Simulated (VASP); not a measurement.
# CdS (Fm-3m) in VASP: notebook

CdS is run at these levels: r2SCAN; tasks: single point.

Program: VASP 6.6.1. These are calculated values, not measurements. Logs are shortened: lines on timing, memory, paths and dates and some standing lists are left out, and cuts for length are marked.

## (1) The cell of the first run

It takes space group Fm-3m (No. 225, cubic). The conventional cell has a = 5.506 Å, b = 5.506 Å, c = 5.506 Å, α = 90.00°, β = 90.00°, γ = 90.00°. Cd (site symmetry m-3m) has 6 S at 2.75 Å within 3.6 Å. Within 3.6 Å of S (site symmetry m-3m) lie 6 Cd at 2.75 Å.

## (2) Single point, r2SCAN

POSCAR

```
CdS
1.0
    0.0000000000      2.7532400000      2.7532400000
    2.7532400000      0.0000000000      2.7532400000
    2.7532400000      2.7532400000      0.0000000000
Cd S
1 1
Direct
    0.0000000000      0.0000000000      0.0000000000
    0.5000000000      0.5000000000      0.5000000000
```

INCAR.step1

```
ALGO     = Normal         # electronic algorithm
EDIFF    = 1E-5           # SCF threshold, eV
ENCUT    = 550            # plane-wave cutoff, eV
GGA      = PE             # functional
GGA_COMPAT= False        
ISMEAR   = -1             # smearing method
LASPH    = True           # aspherical terms in the spheres
LCHARG   = False          # write CHGCAR
LREAL    = False          # projectors in reciprocal space
LWAVE    = True           # write WAVECAR
NBANDS   = 16             # bands
NELM     = 120            # most SCF steps
PREC     = Accurate       # precision mode
SIGMA    = 0.1            # smearing width, eV
```

INCAR.step2

```
ALGO     = Normal         # electronic algorithm
EDIFF    = 1E-6           # SCF threshold, eV
ENCUT    = 550            # plane-wave cutoff, eV
GGA_COMPAT= False        
ISIF     = 2              # what is computed and relaxed
ISMEAR   = -1             # smearing method
ISTART   = 1            
LASPH    = True           # aspherical terms in the spheres
LCHARG   = False          # write CHGCAR
LMIXTAU  = True         
LREAL    = False          # projectors in reciprocal space
LWAVE    = False          # write WAVECAR
METAGGA  = R2SCAN         # meta-GGA
NBANDS   = 16             # bands
NELM     = 120            # most SCF steps
PREC     = Accurate       # precision mode
SIGMA    = 0.1            # smearing width, eV
```

KPOINTS

```
k-points
0
Gamma
  4 4 4
```

Potentials or basis: VASP PAW PBE potentials, release 64 (Cd, S).

Launch:

```console
$ cat potpaw_PBE.64/Cd/POTCAR potpaw_PBE.64/S/POTCAR > POTCAR
$ cp INCAR.step1 INCAR
$ mpirun -np 1 vasp_std > vasp.out
$ cp INCAR.step2 INCAR
$ mpirun -np 1 vasp_std > vasp.out
```

OUTCAR:

```text
EDIFF = 1E-6
   ENCUT = 550
   ISIF = 2
   ISMEAR = -1
   ISTART = 1
   LASPH = True
   LREAL = False
   METAGGA = R2SCAN
   NELM = 120
   PREC = Accurate

 ion  position               nearest neighbor table
   1  0.000  0.000  0.000-   2 2.75   2 2.75   2 2.75   2 2.75   2 2.75   2 2.75
   2  0.500  0.500  0.500-   1 2.75   1 2.75   1 2.75   1 2.75   1 2.75   1 2.75

  LATTYP: Found a face centered cubic cell.
 ALAT       =     5.5064800000

  Lattice vectors:

 A1 = (   0.0000000000,   2.7532400000,   2.7532400000)
 A2 = (   2.7532400000,   0.0000000000,   2.7532400000)
 A3 = (   2.7532400000,   2.7532400000,   0.0000000000)

Analysis of symmetry for initial positions (statically):
=====================================================================
 Subroutine PRICEL returns:
 Original cell was already a primitive cell.

 Routine SETGRP: Setting up the symmetry group for a
 face centered cubic supercell.

 Subroutine GETGRP returns: Found 48 space group operations
 (whereof 48 operations were pure point group operations)
 out of a pool of 48 trial point group operations.

The static configuration has the point symmetry O_h .

Analysis of symmetry for dynamics (positions and initial velocities):
=====================================================================
 Subroutine PRICEL returns:
 Original cell was already a primitive cell.

 Routine SETGRP: Setting up the symmetry group for a
 face centered cubic supercell.

 Subroutine GETGRP returns: Found 48 space group operations
 (whereof 48 operations were pure point group operations)
 out of a pool of 48 trial point group operations.

The dynamic configuration has the point symmetry O_h .

 Subroutine INISYM returns: Found 48 space group operations
 (whereof 48 operations are pure point group operations),
 and found     1 'primitive' translations

----------------------------------------------------------------------------------------

                                     Primitive cell

  volume of cell :      41.7409

  direct lattice vectors                    reciprocal lattice vectors
     0.000000000  2.753240000  2.753240000    -0.181604219  0.181604219  0.181604219
     2.753240000  0.000000000  2.753240000     0.181604219 -0.181604219  0.181604219
     2.753240000  2.753240000  0.000000000     0.181604219  0.181604219 -0.181604219

  length of vectors
     3.893669348  3.893669348  3.893669348     0.314547734  0.314547734  0.314547734

  position of ions in fractional coordinates (direct lattice)
     0.000000000  0.000000000  0.000000000
     0.500000000  0.500000000  0.500000000

  ion indices of the primitive-cell ions
   primitive index   ion index
                 1           1
                 2           2

----------------------------------------------------------------------------------------

 KPOINTS: k-points

Automatic generation of k-mesh.
 Grid dimensions read from file:
 generate k-points for:    4    4    4

 Generating k-lattice:

  Cartesian coordinates                     Fractional coordinates (reciprocal lattice)
    -0.045401055  0.045401055  0.045401055     0.250000000  0.000000000  0.000000000
     0.045401055 -0.045401055  0.045401055     0.000000000  0.250000000  0.000000000
     0.045401055  0.045401055 -0.045401055     0.000000000  0.000000000  0.250000000

  Length of vectors
     0.078636934  0.078636934  0.078636934

  Shift w.r.t. Gamma in fractional coordinates (k-lattice)
     0.000000000  0.000000000  0.000000000

 Subroutine IBZKPT returns following result:
 ===========================================

 Found      8 irreducible k-points:

 Following reciprocal coordinates:
            Coordinates               Weight
  0.000000  0.000000  0.000000      1.000000
  0.250000  0.000000  0.000000      8.000000
  0.500000  0.000000  0.000000      4.000000
  0.250000  0.250000  0.000000      6.000000
  0.500000  0.250000  0.000000     24.000000
 -0.250000  0.250000  0.000000     12.000000
  0.500000  0.500000  0.000000      3.000000
 -0.250000  0.500000  0.250000      6.000000
   k-points           NKPTS =      8   k-points in BZ     NKDIM =      8   number of bands    NBANDS=     16
   number of dos      NEDOS =    301   number of ions     NIONS =      2
   total plane-waves  NPLWV =  27000
   dimension x,y,z NGX =    30 NGY =   30 NGZ =   30
   dimension x,y,z NGXF=    60 NGYF=   60 NGZF=   60
   ions per type =               1   1
   NGX,Y,Z   is equivalent  to a cutoff of  12.81, 12.81, 12.81 a.u.
   NGXF,Y,Z  is equivalent  to a cutoff of  25.62, 25.62, 25.62 a.u.
 SYSTEM =  unknown system
   PREC   = accura    normal or accurate (medium, high low for compatibility)
   ISTART =      1    job   : 0-new  1-cont  2-samecut
   ICHARG =      0    charge: 1-file 2-atom 10-const
   ISPIN  =      1    spin polarized calculation?
   LNONCOLLINEAR =      F non collinear calculations
   LSORBIT =      F    spin-orbit coupling
   LASPH  =      T    aspherical Exc in radial PAW
   ENCUT  =  550.0 eV  40.42 Ry    6.36 a.u.   7.45  7.45  7.45*2*pi/ulx,y,z
   NELM   =    120;   NELMIN=  2; NELMDL=  0     # of ELM steps
   EDIFF  = 0.1E-05   stopping-criterion for ELM
   LREAL  =      F    real-space projection
   EDIFFG = 0.1E-04   stopping-criterion for IOM
   NSW    =      0    number of steps for IOM
   IBRION =     -1    ionic relax: 0-MD 1-quasi-New 2-CG
   NFREE  =      0    steps in history (QN), initial steepest desc. (CG)
   ISIF   =      2    stress and relaxation
   ISYM   =      2    0-nonsym 1-usesym 2-fastsym
   POTIM  = 0.5000    time-step for ionic-motion
   TEBEG  =    0.0;   TEEND  =   0.0 temperature during run
   PSTRESS=    0.0 pullay stress
   NELECT =      18.0000    total number of electrons
   NUPDOWN=      -1.0000    fix difference up-down
   EMIN   =  10.00;   EMAX   =-10.00  energy-range for DOS
   EFERMI =   0.00;   METHOD = LEGACY
   ISMEAR =    -1;   SIGMA  =   0.10  broadening in eV -4-tet -1-fermi 0-gaus
   EFERMI_NEDOS =   21; number of points for ismear=-14 and -15
   IALGO  =     38    algorithm
   IMIX   =      4    mixing-type and parameters
     AMIX     =   0.40;   BMIX     =  1.00
     AMIX_MAG =   1.60;   BMIX_MAG =  1.00
  volume/ion in A,a.u.               =      20.87       140.84
  Fermi-wavevector in a.u.,A,eV,Ry     =   1.236835  2.337278 20.813643  1.529760
  Thomas-Fermi vector in A             =   2.371427
   LORBIT       =      0    0 simple, 1 ext, 2 COOP (PROOUT), +10 PAW based schemes
   METAGGA = R2SCAN    functional components
   LHFCALC =     F    Hartree Fock is set to
   AEXX    =    0.0000 exact exchange contribution
   IVDW    =     0    specifies the selected vdW correction
   LEPSILON=     F    determine dielectric tensor
   LRPA    =     F    only Hartree local field effects (RPA)
 non-spin polarized calculation
  energy-cutoff  :      550.00
  volume of cell :       41.74
 maximum number of plane-waves:      1243
 NGX is ok and might be reduce to    30
   NGX = 15   NGY = 15   NGZ = 15

 number of electron      18.0000005 magnetization

 Free energy of the ion-electron system (eV)
  ---------------------------------------------------
  ext. energy  EPLUGINS =         0.00000000
  ---------------------------------------------------
  free energy    TOTEN  =       -29.45724008 eV

  energy without entropy =      -29.45227235  energy(sigma->0) =      -29.45475622

 E-fermi :   2.9176     XC(G=0): -10.8439

 val. band max:        2.4939557937   @ k =   0.5000   0.0000   0.0000
 cond. band min:       3.2017105180   @ k =   0.5000   0.5000   0.0000
 fundamental gap:      0.7077547243
 Fermi energy:         2.9175682211

 k-point     1 :       0.0000    0.0000    0.0000
  band No.  band energies     occupation
      1     -10.6354      2.00000
      2      -5.3554      2.00000
      3      -5.3553      2.00000
      4      -5.3553      2.00000
      5      -5.3535      2.00000
      6      -5.3535      2.00000
[... 8 lines left out ...]
     15      14.6546      0.00000
     16      14.6546      0.00000

 k-point     2 :       0.2500    0.0000    0.0000
  band No.  band energies     occupation
      1     -10.1532      2.00000
      2      -5.5076      2.00000
      3      -5.5076      2.00000
      4      -5.4170      2.00000
      5      -5.2619      2.00000
      6      -5.2618      2.00000
[... 8 lines left out ...]
     15      13.8792      0.00000
     16      13.9758      0.00000

 k-point     3 :       0.5000    0.0000    0.0000
  band No.  band energies     occupation
      1      -9.5356      2.00000
      2      -5.6526      2.00000
      3      -5.6525      2.00000
      4      -5.5720      2.00000
      5      -5.1662      2.00000
      6      -5.1662      2.00000
[... 8 lines left out ...]
     15      16.1168      0.00000
     16      16.1169      0.00000

 k-point     4 :       0.2500    0.2500    0.0000
  band No.  band energies     occupation
      1     -10.0970      2.00000
      2      -5.4789      2.00000
      3      -5.4258      2.00000
      4      -5.3031      2.00000
      5      -5.2524      2.00000
      6      -5.2524      2.00000
[... 8 lines left out ...]
     15      16.0461      0.00000
     16      17.8963      0.00000

 k-point     5 :       0.5000    0.2500    0.0000
  band No.  band energies     occupation
      1      -9.6630      2.00000
      2      -5.4608      2.00000
      3      -5.4521      2.00000
      4      -5.3154      2.00000
      5      -5.1443      2.00000
      6      -5.0320      2.00000
[... 8 lines left out ...]
     15      16.7178      0.00000
     16      18.1259      0.00000

 k-point     6 :      -0.2500    0.2500    0.0000
  band No.  band energies     occupation
      1      -9.7115      2.00000
      2      -5.5950      2.00000
      3      -5.5235      2.00000
      4      -5.3743      2.00000
      5      -5.2202      2.00000
      6      -5.0919      2.00000
[... 8 lines left out ...]
     15      16.8268      0.00000
     16      17.5838      0.00000

 k-point     7 :       0.5000    0.5000    0.0000
  band No.  band energies     occupation
      1      -9.7693      2.00000
      2      -5.4965      2.00000
      3      -5.2525      2.00000
      4      -5.1064      2.00000
      5      -5.1064      2.00000
      6      -4.4202      2.00000
[... 8 lines left out ...]
     15      17.4899      0.00000
     16      17.7773      0.00000

 k-point     8 :      -0.2500    0.5000    0.2500
  band No.  band energies     occupation
      1      -9.6206      2.00000
      2      -5.4926      2.00000
      3      -5.3486      2.00000
      4      -5.3486      2.00000
      5      -5.1063      2.00000
      6      -4.6060      2.00000
[... 8 lines left out ...]
     15      16.2189      0.00000
     16      17.7669      0.00000

------------------------ aborting loop because EDIFF is reached ----------------------------------------

  FORCE on cell =-STRESS in cart. coord.  units (eV):
  Direction    XX          YY          ZZ          XY          YZ          ZX
  --------------------------------------------------------------------------------------
  -------------------------------------------------------------------------------------
  Total       -0.3718775     -0.3718775     -0.3718775      0.0000000      0.0000000      0.0000000
  in kB      -14.2740843    -14.2740843    -14.2740843      0.0000000      0.0000000      0.0000000
  external PRESSURE =     -14.2740843 kB  Pullay stress =       0.0000000 kB

 VOLUME and BASIS-vectors are now :
 -----------------------------------------------------------------------------
  energy-cutoff  :      550.00
  volume of cell :       41.74
      direct lattice vectors                 reciprocal lattice vectors
     0.000000000  2.753240000  2.753240000    -0.181604219  0.181604219  0.181604219
     2.753240000  0.000000000  2.753240000     0.181604219 -0.181604219  0.181604219
     2.753240000  2.753240000  0.000000000     0.181604219  0.181604219 -0.181604219

 POSITION                                       TOTAL-FORCE (eV/Angst)
 -----------------------------------------------------------------------------------
      0.00000      0.00000      0.00000         0.000000     -0.000000      0.000000
      2.75324      2.75324      2.75324        -0.000000      0.000000     -0.000000
 -----------------------------------------------------------------------------------
    total drift:                               -0.000000      0.000000      0.000000

  FREE ENERGIE OF THE ION-ELECTRON SYSTEM (eV)
  ---------------------------------------------------
  free  energy   TOTEN  =       -29.4572400806 eV

  energy  without entropy=      -29.4522723550  energy(sigma->0) =      -29.45475622
```

Run time: 24 s. Hardware: 1 thread of Intel Xeon Platinum 8488C (Sapphire Rapids), shared host; peak memory 0.17 GiB.

Results:

| Property | Result |
| --- | --- |
| Free energy | -29.4572 eV |
| Pressure | -1.4 GPa |
| Band gap on the k mesh | 0.71 eV, indirect (least direct gap 2.13 eV) |

Levels at points of the mesh, in eV from the valence-band top:
```csv
k point,band 7,band 8,band 9,band 10,band 11,band 12
"(0.00, 0.00, 0.00)",-0.70,-0.70,-0.70,1.43,9.70,9.70
"(0.50, 0.00, 0.00)",-4.79,0.00,0.00,4.05,6.45,6.45
"(0.50, 0.50, 0.00)",-4.16,-2.08,-2.08,0.71,6.43,10.57
```

Caveat: the k points lie up to 0.49 Å⁻¹ apart; the PAW data sets were made with another functional, which shifts forces and pressure a little. A k mesh can miss the band edges.

(Part 1 of 2 ends here.)
